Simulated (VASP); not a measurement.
# Sb (R-3m) in VASP: further runs

Sb is run at these levels: LDA; tasks: single point, relaxation of cell and atoms.

Program: VASP 6.6.1. These are calculated values, not measurements. Logs are shortened: lines on timing, memory, paths and dates and some standing lists are left out, and cuts for length are marked.

## 1. The cell of the first run

Symmetry: R-3m, No. 166, trigonal system. Conventional cell: a = 4.294 Å, b = 4.294 Å, c = 10.970 Å, α = 90.00°, β = 90.00°, γ = 120.00°. Sb (site symmetry 3m) has 6 Sb at 2.91 to 3.27 Å within 3.8 Å.

## 2. Single point, LDA

The input, INCAR:

```
SYSTEM = Sb
  PREC = Accurate
  ENCUT = 500
  EDIFF = 1E-6
  ISMEAR = 0
  SIGMA = 0.1
  LREAL = .False.
  LASPH = .True.
  NELM = 120
  ALGO = Normal
  ISIF = 2
  LWAVE = .False.
  LCHARG = .False.
  GGA = CA
  NBANDS = 12
  GGA_COMPAT = .False.
```

The input, KPOINTS:

```
Automatic mesh
0
Gamma
  12 12 12
  0 0 0
```

The input, POSCAR:

```
Sb
1.0
    2.1470268121      1.2395865080      3.6566131537
   -2.1470268121      1.2395865080      3.6566131537
    0.0000000000     -2.4791730159      3.6566131537
Sb
2
Direct
    0.2358154120      0.2358154120      0.2358154120
    0.7641845880      0.7641845880      0.7641845880
```

Potentials or basis: VASP PAW LDA potentials, release 64 (Sb).

Started as:

```bash
$ cat potpaw_LDA.64/Sb/POTCAR > POTCAR
$ mpirun -np 1 vasp_std > vasp.out
```

OUTCAR:

```text
SYSTEM = Sb
   PREC = Accurate
   ENCUT = 500
   EDIFF = 1E-6
   ISMEAR = 0
   LREAL = .False.
   LASPH = .True.
   NELM = 120
   ISIF = 2
   GGA = CA

 ion  position               nearest neighbor table
   1  0.236  0.236  0.236-   2 2.91   2 2.91   2 2.91   2 3.27   2 3.27   2 3.27
   2  0.764  0.764  0.764-   1 2.91   1 2.91   1 2.91   1 3.27   1 3.27   1 3.27

  LATTYP: Found a trigonal (rhomboedric) cell.
 ALAT       =     4.4178183075
 COS(alpha) =     0.5276224706

  Lattice vectors:

 A1 = (   2.1470268121,   1.2395865080,   3.6566131537)
 A2 = (  -2.1470268121,   1.2395865080,   3.6566131537)
 A3 = (   0.0000000000,  -2.4791730159,   3.6566131537)

Analysis of symmetry for initial positions (statically):
=====================================================================
 Subroutine PRICEL returns:
 Original cell was already a primitive cell.

 Routine SETGRP: Setting up the symmetry group for a
 trigonal (rhombohedral) supercell.

 Subroutine GETGRP returns: Found 12 space group operations
 (whereof 12 operations were pure point group operations)
 out of a pool of 12 trial point group operations.

The static configuration has the point symmetry D_3d.

Analysis of symmetry for dynamics (positions and initial velocities):
=====================================================================
 Subroutine PRICEL returns:
 Original cell was already a primitive cell.

 Routine SETGRP: Setting up the symmetry group for a
 trigonal (rhombohedral) supercell.

 Subroutine GETGRP returns: Found 12 space group operations
 (whereof 12 operations were pure point group operations)
 out of a pool of 12 trial point group operations.

The dynamic configuration has the point symmetry D_3d.

 Subroutine INISYM returns: Found 12 space group operations
 (whereof 12 operations are pure point group operations),
 and found     1 'primitive' translations

----------------------------------------------------------------------------------------

                                     Primitive cell

  volume of cell :      58.3908

  direct lattice vectors                    reciprocal lattice vectors
     2.147026812  1.239586508  3.656613154     0.232880184  0.134453437  0.091159037
    -2.147026812  1.239586508  3.656613154    -0.232880184  0.134453437  0.091159037
     0.000000000 -2.479173016  3.656613154     0.000000000 -0.268906874  0.091159037

  length of vectors
     4.417818308  4.417818308  4.417818308     0.283938157  0.283938157  0.283938157

  position of ions in fractional coordinates (direct lattice)
     0.235815412  0.235815412  0.235815412
     0.764184588  0.764184588  0.764184588

  ion indices of the primitive-cell ions
   primitive index   ion index
                 1           1
                 2           2

----------------------------------------------------------------------------------------

 KPOINTS: Automatic mesh

Automatic generation of k-mesh.
 Grid dimensions read from file:
 generate k-points for:   12   12   12

 Generating k-lattice:

  Cartesian coordinates                     Fractional coordinates (reciprocal lattice)
     0.019406682  0.011204453  0.007596586     0.083333333  0.000000000  0.000000000
    -0.019406682  0.011204453  0.007596586     0.000000000  0.083333333  0.000000000
     0.000000000 -0.022408906  0.007596586     0.000000000  0.000000000  0.083333333

  Length of vectors
     0.023661513  0.023661513  0.023661513

  Shift w.r.t. Gamma in fractional coordinates (k-lattice)
     0.000000000  0.000000000  0.000000000

 Subroutine IBZKPT returns following result:
 ===========================================

 Found    189 irreducible k-points:

 Following reciprocal coordinates:
            Coordinates               Weight
  0.000000  0.000000  0.000000      1.000000
  0.083333 -0.000000 -0.000000      6.000000
  0.166667 -0.000000  0.000000      6.000000
  0.250000 -0.000000 -0.000000      6.000000
  0.333333 -0.000000  0.000000      6.000000
  0.416667 -0.000000 -0.000000      6.000000
[... 16 lines left out ...]
  0.500000  0.166667  0.000000     12.000000
 -0.416667  0.166667 -0.000000     12.000000
 [... further k-points ...]
   k-points           NKPTS =    189   k-points in BZ     NKDIM =    189   number of bands    NBANDS=     12
   number of dos      NEDOS =    301   number of ions     NIONS =      2
   total plane-waves  NPLWV =  32768
   dimension x,y,z NGX =    32 NGY =   32 NGZ =   32
   dimension x,y,z NGXF=    64 NGYF=   64 NGZF=   64
   ions per type =               2
   NGX,Y,Z   is equivalent  to a cutoff of  12.04, 12.04, 12.04 a.u.
   NGXF,Y,Z  is equivalent  to a cutoff of  24.08, 24.08, 24.08 a.u.
 SYSTEM =  Sb
   PREC   = accura    normal or accurate (medium, high low for compatibility)
   ISTART =      0    job   : 0-new  1-cont  2-samecut
   ICHARG =      2    charge: 1-file 2-atom 10-const
   ISPIN  =      1    spin polarized calculation?
   LNONCOLLINEAR =      F non collinear calculations
   LSORBIT =      F    spin-orbit coupling
   LASPH  =      T    aspherical Exc in radial PAW
   ENCUT  =  500.0 eV  36.75 Ry    6.06 a.u.   8.05  8.05  8.05*2*pi/ulx,y,z
   NELM   =    120;   NELMIN=  2; NELMDL= -5     # of ELM steps
   EDIFF  = 0.1E-05   stopping-criterion for ELM
   LREAL  =      F    real-space projection
   EDIFFG = 0.1E-04   stopping-criterion for IOM
   NSW    =      0    number of steps for IOM
   IBRION =     -1    ionic relax: 0-MD 1-quasi-New 2-CG
   NFREE  =      0    steps in history (QN), initial steepest desc. (CG)
   ISIF   =      2    stress and relaxation
   ISYM   =      2    0-nonsym 1-usesym 2-fastsym
   POTIM  = 0.5000    time-step for ionic-motion
   TEBEG  =    0.0;   TEEND  =   0.0 temperature during run
   PSTRESS=    0.0 pullay stress
   NELECT =      10.0000    total number of electrons
   NUPDOWN=      -1.0000    fix difference up-down
   EMIN   =  10.00;   EMAX   =-10.00  energy-range for DOS
   EFERMI =   0.00;   METHOD = LEGACY
   ISMEAR =     0;   SIGMA  =   0.10  broadening in eV -4-tet -1-fermi 0-gaus
   EFERMI_NEDOS =   21; number of points for ismear=-14 and -15
   IALGO  =     38    algorithm
   IMIX   =      4    mixing-type and parameters
     AMIX     =   0.40;   BMIX     =  1.00
     AMIX_MAG =   1.60;   BMIX_MAG =  1.00
  volume/ion in A,a.u.               =      29.20       197.02
  Fermi-wavevector in a.u.,A,eV,Ry     =   0.909131  1.718009 11.245485  0.826520
  Thomas-Fermi vector in A             =   2.033140
   LORBIT       =      0    0 simple, 1 ext, 2 COOP (PROOUT), +10 PAW based schemes
   GGA     = CA    functional components
   LHFCALC =     F    Hartree Fock is set to
   AEXX    =    0.0000 exact exchange contribution
   IVDW    =     0    specifies the selected vdW correction
   LEPSILON=     F    determine dielectric tensor
   LRPA    =     F    only Hartree local field effects (RPA)
 non-spin polarized calculation
 Gauss-broadening in eV      SIGMA  =   0.10
  energy-cutoff  :      500.00
  volume of cell :       58.39
 maximum number of plane-waves:      1497
   NGX = 17   NGY = 17   NGZ = 17

 number of electron      10.0000000 magnetization

 number of electron       9.9999999 magnetization

 Free energy of the ion-electron system (eV)
  ---------------------------------------------------
  ext. energy  EPLUGINS =         0.00000000
  ---------------------------------------------------
  free energy    TOTEN  =        -9.62868636 eV

  energy without entropy =       -9.62804850  energy(sigma->0) =       -9.62836743

 E-fermi :   7.4847     XC(G=0):  -9.8680

 val. band max:        7.4794266119   @ k =  -0.4167   0.5000   0.4167
 cond. band min:       7.6209810384   @ k =   0.3333   0.1667   0.1667
 fundamental gap:      0.1415544264
 Fermi energy:         7.4847489800

 k-point     1 :       0.0000    0.0000    0.0000
  band No.  band energies     occupation
      1      -5.3884      2.00000
      2       2.8598      2.00000
      3       5.5351      2.00000
      4       5.6730      2.00000
      5       5.6730      2.00000
      6       9.8504      0.00000
      7      10.3618      0.00000
      8      10.3618      0.00000
      9      12.4733      0.00000
     10      12.4733      0.00000
     11      12.6584      0.00000
     12      14.0550      0.00000

 k-point     2 :       0.0833   -0.0000   -0.0000
  band No.  band energies     occupation
      1      -5.3100      2.00000
      2       2.4598      2.00000
      3       5.5575      2.00000
      4       5.6639      2.00000
      5       5.8737      2.00000
      6       9.7632      0.00000
      7      10.1375      0.00000
      8      10.1396      0.00000
      9      12.1786      0.00000
     10      12.5005      0.00000
     11      12.5254      0.00000
     12      14.6211      0.00000

 k-point     3 :       0.1667   -0.0000    0.0000
  band No.  band energies     occupation
      1      -5.0753      2.00000
      2       1.5581      2.00000
      3       5.5781      2.00000
      4       5.6469      2.00000
      5       6.2569      2.00000
      6       9.4018      0.00000
      7       9.5793      0.00000
      8       9.6069      0.00000
      9      12.0346      0.00000
     10      12.6134      0.00000
     11      12.8102      0.00000
     12      15.7849      0.00000
[... 286 lines left out ...]
 k-point    23 :       0.5000    0.1667    0.0000
  band No.  band energies     occupation
      1      -3.0692      2.00000
      2      -1.7314      2.00000
      3       3.9730      2.00000
      4       5.0063      2.00000
      5       5.5568      2.00000
      6       9.0101      0.00000
      7       9.2890      0.00000
      8      10.3727      0.00000
      9      13.0018      0.00000
     10      15.6349      0.00000
     11      16.4508      0.00000
     12      16.6842      0.00000

 k-point    24 :      -0.4167    0.1667   -0.0000
  band No.  band energies     occupation
      1      -2.7799      2.00000
      2      -2.0822      2.00000
      3       3.7605      2.00000
      4       5.3484      2.00000
      5       5.8107      2.00000
      6       8.4816      0.00000
      7       8.9100      0.00000
      8      10.7090      0.00000
      9      14.1368      0.00000
     10      14.5484      0.00000
     11      15.1629      0.00000
     12      17.8026      0.00000

 [... further k-points ...]

------------------------ aborting loop because EDIFF is reached ----------------------------------------

  FORCE on cell =-STRESS in cart. coord.  units (eV):
  Direction    XX          YY          ZZ          XY          YZ          ZX
  --------------------------------------------------------------------------------------
  -------------------------------------------------------------------------------------
  Total        0.1184394      0.1184394      0.0774841      0.0000000      0.0000000      0.0000000
  in kB        3.2498429      3.2498429      2.1260739      0.0000000      0.0000000      0.0000000
  external PRESSURE =       2.8752532 kB  Pullay stress =       0.0000000 kB

 VOLUME and BASIS-vectors are now :
 -----------------------------------------------------------------------------
  energy-cutoff  :      500.00
  volume of cell :       58.39
      direct lattice vectors                 reciprocal lattice vectors
     2.147026812  1.239586508  3.656613154     0.232880184  0.134453437  0.091159037
    -2.147026812  1.239586508  3.656613154    -0.232880184  0.134453437  0.091159037
     0.000000000 -2.479173016  3.656613154     0.000000000 -0.268906874  0.091159037

 POSITION                                       TOTAL-FORCE (eV/Angst)
 -----------------------------------------------------------------------------------
      0.00000      0.00000      2.58686         0.000000      0.000000      0.068327
      0.00000      0.00000      8.38298         0.000000     -0.000000     -0.068327
 -----------------------------------------------------------------------------------
    total drift:                                0.000000      0.000000      0.000000

  FREE ENERGIE OF THE ION-ELECTRON SYSTEM (eV)
  ---------------------------------------------------
  free  energy   TOTEN  =        -9.6286863599 eV

  energy  without entropy=       -9.6280484991  energy(sigma->0) =       -9.62836743
```

It took 70 s on 1 thread of Intel Xeon Platinum 8488C (Sapphire Rapids), shared host; peak memory 0.23 GiB.

What came out:

```
Free energy            : -9.6287 eV
Pressure               : 0.3 GPa
Largest force          : 0.068 eV/Å
Band gap on the k mesh : zero (band 5 reaches 7.62 eV, above the bottom of band 6 at 7.35 eV)
```

Forces in eV/Å, atoms in the order of the input:
```
Sb   0.000  0.000  0.068
Sb   0.000  0.000 -0.068
```

Stress tensor (GPa, compression positive):
```
0.32 0.00 0.00
0.00 0.32 0.00
0.00 0.00 0.21
```

Caveat: spin-orbit coupling is left out, which moves the levels of the heavy elements.

## 3. Relaxation of cell and atoms, LDA

This run uses another cell than the first one, of 29.78 Å³/atom, 1.020 times its volume.

The input, INCAR:

```
ALGO = Normal ; EDIFF = 1E-7
EDIFFG = -0.005 ; ENCUT = 500
GGA_COMPAT = False ; IBRION = 2
ISIF = 3 ; ISMEAR = 0
LASPH = True ; LCHARG = False
LREAL = False ; LWAVE = False
NELM = 120 ; NELMIN = 4
NSW = 70 ; PREC = Accurate
SIGMA = 0.1
```

The input, KPOINTS:

```
k-points
0
Gamma
  12 12 12
```

The input, POSCAR:

```
Sb
1.0
    2.1616083304      1.2480051515      3.6796745313
   -2.1616083304      1.2480051515      3.6796745313
    0.0000000000     -2.4960103029      3.6796745313
Sb
2
Direct
    0.2361487230      0.2361487230      0.2361487230
    0.7638512770      0.7638512770      0.7638512770
```

Potentials or basis: VASP PAW LDA potentials, release 64 (Sb).

Started as:

```bash
$ cat potpaw_LDA.64/Sb/POTCAR > POTCAR
$ mpirun -np 1 vasp_std > vasp.out
```

Wall time 3.8 min (1 thread of Intel Xeon Platinum 8488C (Sapphire Rapids), shared host); peak memory 0.22 GiB.

Results (log left out):

```
Free energy                            : -9.6293 eV
Relaxed volume                         : 29.23 Å³/atom
Relaxed cell                           : a = 4.413 Å, b = 4.413 Å, c = 4.413 Å, α = 58.33°, β = 58.33°, γ = 58.33°
Space group after relaxing (to 0.05 Å) : R-3m (No. 166)
Energy gained by relaxing              : 1.7 meV/atom
Ionic steps                            : 7
Pressure after relaxing                : 0.0 GPa
Band gap on the k mesh                 : zero (band 5 reaches 7.60 eV, above the bottom of band 6 at 7.34 eV)
```

The path:
```tsv
step	energy change (eV)	largest force (eV/Å)	pressure (GPa)	volume (Å³)
1	0.0000	0.0533	-1.02	59.56
2	-0.0015	0.0947	0.76	57.94
3	-0.0031	0.0308	-0.02	58.62
4	-0.0032	0.0224	-0.01	58.58
5	-0.0034	0.0012	0.00	58.46
6	-0.0034	0.0030	0.00	58.45
7	-0.0034	0.0010	0.00	58.45
```

Final structure:
```yaml
crystal:
  lattice:
    - [2.15066, 1.24168, 3.64805]
    - [-2.15066, 1.24168, 3.64805]
    - [0.00000, -2.48336, 3.64805]
  atoms:
    - { symbol: Sb, position: [0.23652, 0.23652, 0.23652] }
    - { symbol: Sb, position: [0.76348, 0.76348, 0.76348] }
```

Levels at points of the mesh, in eV from the Fermi level:
| k point | band 1 | band 2 | band 3 | band 4 | band 5 | band 6 | band 7 | band 8 | band 9 |
| --- | --- | --- | --- | --- | --- | --- | --- | --- | --- |
| (0.00, 0.00, 0.00) | -12.84 | -4.62 | -1.92 | -1.80 | -1.80 | 2.44 | 2.91 | 2.91 | 4.97 |
| (0.50, 0.00, 0.00) | -10.37 | -9.77 | -1.69 | -1.50 | -0.26 | -0.12 | 0.28 | 0.30 | 7.96 |
| (0.50, 0.50, 0.00) | -10.37 | -7.87 | -5.62 | -3.77 | -3.74 | 1.65 | 5.18 | 5.56 | 7.28 |
| (0.50, 0.50, 0.50) | -11.02 | -9.21 | -1.20 | -1.20 | -0.41 | -0.04 | -0.04 | 0.99 | 7.42 |

Caveat: spin-orbit coupling is left out, which moves the levels of the heavy elements. LDA usually gives volumes a few per cent too small.
